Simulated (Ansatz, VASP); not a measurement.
ZrB: VASP beside Ansatz

```
CELL_PARAMETERS angstrom
0.00000 2.41539 2.32674
2.30259 0.00000 2.32674
2.30259 2.41539 0.00000
ATOMIC_POSITIONS crystal
Zr 0.00000 0.00000 0.00000
B 0.50000 0.50000 0.50000
```

Change from the starting cell: normal strain along x -0.0467, normal strain along z -0.0367.

Alike in both runs: task single point; functional LDA; k mesh 16 × 16 × 16; occupations gaussian, width 0.15 eV; no spin polarisation.

|  | VASP | Ansatz |
| --- | --- | --- |
| version | VASP 6.6.1 | Ansatz 0.2.0 |
| potentials or method | VASP PAW LDA potentials, release 64 (Zr_sv, B), cutoff 520 eV | scalar-relativistic, plane waves, PAW |
| valence electrons in the cell | 15 | 15 |

VASP gave:

- gap on the k mesh at the Fermi level (eV): none
- pressure (GPa): 18.8
- traceless stress, the component that is largest in VASP (GPa): -12.30

Problem. Which values does Ansatz return?

Solution. gap on the k mesh at the Fermi level (eV): none; pressure (GPa): 18.4; traceless stress, the component that is largest in VASP (GPa): -12.26.

LDA's correlation is that of Perdew and Zunger in VASP and of Perdew and Wang (1992) in Ansatz. A gap of «none» marks a metal or a gap that the smearing closes.
